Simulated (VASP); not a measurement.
**Al: single point with PBE+D3(BJ)**

The system is Al.

```
CELL_PARAMETERS angstrom
0.00000 1.90829 1.90829
1.90829 0.00000 1.90829
1.90829 1.90829 0.00000
ATOMIC_POSITIONS crystal
Al 0.00000 0.00000 0.00000
```

This cell differs from its parent crystal: volume scaled by 0.88.

```yaml
Program: VASP 6.6.1
Task: single point
Functional: PBE
Dispersion: D3(BJ)
Potentials_or_basis: VASP PAW PBE potentials, release 64 (Al)
Cutoff: 520 eV
k_mesh: 18 × 18 × 18
Occupations: gaussian, width 0.1 eV
Spin: no spin polarisation
```

```yaml
Pressure: 14.6 GPa
Dispersion_energy_per_atom: -0.402 eV
```

Levels at points of the mesh, in eV from the Fermi level:
```csv
k point,band 1,band 2,band 3,band 4
"(0.00, 0.00, 0.00)",-12.37,13.62,13.62,13.62
"(0.50, 0.00, 0.00)",-5.30,-4.63,12.29,12.29
"(0.50, 0.50, 0.00)",-3.34,-1.69,5.29,6.47
```

It took 10 s on 1 thread of Intel(R) Xeon(R) Platinum 8488C (Sapphire Rapids) (shared host), peak memory 0.14 GiB.

Caveat: pairwise dispersion overbinds metals, which lowers pressure and volume.
